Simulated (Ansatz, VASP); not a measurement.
Two plane-wave programs on SiC

The input INCAR:

```
ALGO     = Normal         # electronic algorithm
EDIFF    = 1E-6           # SCF threshold, eV
EDIFFG   = -0.05          # ionic threshold
ENCUT    = 600            # plane-wave cutoff, eV
GGA      = PS             # functional
IBRION   = 2              # ionic algorithm
ISIF     = 3              # what is computed and relaxed
ISMEAR   = 0              # smearing method
LASPH    = True           # aspherical terms in the spheres
LCHARG   = False          # write CHGCAR
LREAL    = False          # projectors in reciprocal space
LWAVE    = False          # write WAVECAR
NELM     = 60             # most SCF steps
NSW      = 80             # ionic steps
PREC     = Accurate       # precision mode
SIGMA    = 0.1            # smearing width, eV
```

File KPOINTS:

```
k-points
0
Gamma
  10 10 10
```

The input POSCAR:

```
SiC
1.0
    0.0000000000      1.8470323765      1.8470323765
    1.8470323765      0.0000000000      1.8470323765
    1.8470323765      1.8470323765      0.0000000000
Si C
1 1
Direct
    0.0000000000      0.0000000000      0.0000000000
    0.5000000000      0.5000000000      0.5000000000
```

Input for Ansatz:

```yaml
crystal:
  lattice:
    - [0.0, 1.8470323765, 1.8470323765]
    - [1.8470323765, 0.0, 1.8470323765]
    - [1.8470323765, 1.8470323765, 0.0]
  atoms:
    - { symbol: Si, position: [0.0, 0.0, 0.0] }
    - { symbol: C, position: [0.5, 0.5, 0.5] }
basis:
  ecutwfc: 420
kpoints:
  mp_grid: { grid: [10, 10, 10] }
hamiltonian:
  xc: pbesol
scf:
  occupations: { method: gaussian, width: 0.1 }
output:
  forces: true
  stress: true
  eigenvalues: true
relax:
  adjacent_minimum: "off"
  f_tol: 0.05
  max_steps: 60
  cell: { stress_tol: 0.5 }
```

Alike in both runs: task relaxation of cell and atoms; functional PBEsol; k mesh 10 × 10 × 10; occupations gaussian, width 0.1 eV; no spin polarisation.

|  | VASP | Ansatz |
| --- | --- | --- |
| version | VASP 6.6.1 | Ansatz 0.2.0 |
| potentials or method | VASP PAW PBE potentials, release 64 (Si, C), cutoff 600 eV | scalar-relativistic, plane waves, PAW |
| valence electrons in the cell | 8 | 8 |

Ansatz gave:

```
gap on the k mesh at the Fermi level, each at its own relaxed structure (eV) : none
relaxed volume (Å³/atom)                                                     : 8.20
relaxed cell length with the largest relative difference (Å)                 : 2.852
```

**Question.** Which values does VASP return?

**Answer.** gap on the k mesh at the Fermi level, each at its own relaxed structure (eV): none; relaxed volume (Å³/atom): 8.23; relaxed cell length with the largest relative difference (Å): 2.855.

VASP's potentials were made for PBE, not for PBEsol. A gap of «none» marks a metal or a gap that the smearing closes.

Noted on VASP's run: the volume moved by over 15 % at a fixed basis, so the end points are rough.
